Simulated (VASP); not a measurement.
Runs of VASP 6.6.1 on TiNi. The structure is that of space group Pmma (No. 51), or close to it. The cells are those of the table. 

```csv
cell,gap on the mesh (eV),pressure (GPa),moment (μB),largest force (eV/Å)
"a = 4.086, b = 2.856, c = 4.587 Å, 4 atoms",none,-2.9,0.00,0.09
"a = 4.113, b = 2.875, c = 4.617 Å, 4 atoms",none,(a),0.00,0.09
"a = 4.003, b = 2.798, c = 4.493 Å, 4 atoms",none,8.5,0.00,0.31
"a = 4.059, b = 2.837, c = 4.556 Å, 4 atoms",none,0.5,0.00,0.15
"a = 4.031, b = 2.818, c = 4.525 Å, 4 atoms",none,(b),0.00,(c)
```

Alike in all rows: task single point; level PBEsol; potentials or basis VASP PAW PBE potentials, release 64 (Ni, Ti_sv); spin collinear, ferromagnetic start; k mesh 7 × 9 × 6; cutoff (eV) 520; smearing fermi-dirac 0.05 eV.

Task: Fill in the values left out.

Result: (a) -6.0; (b) 4.3; (c) 0.21.

Caveats: the PAW data sets were made with another functional, which shifts forces and pressure a little.

A gap of «none» marks levels without a gap at the run's occupations.
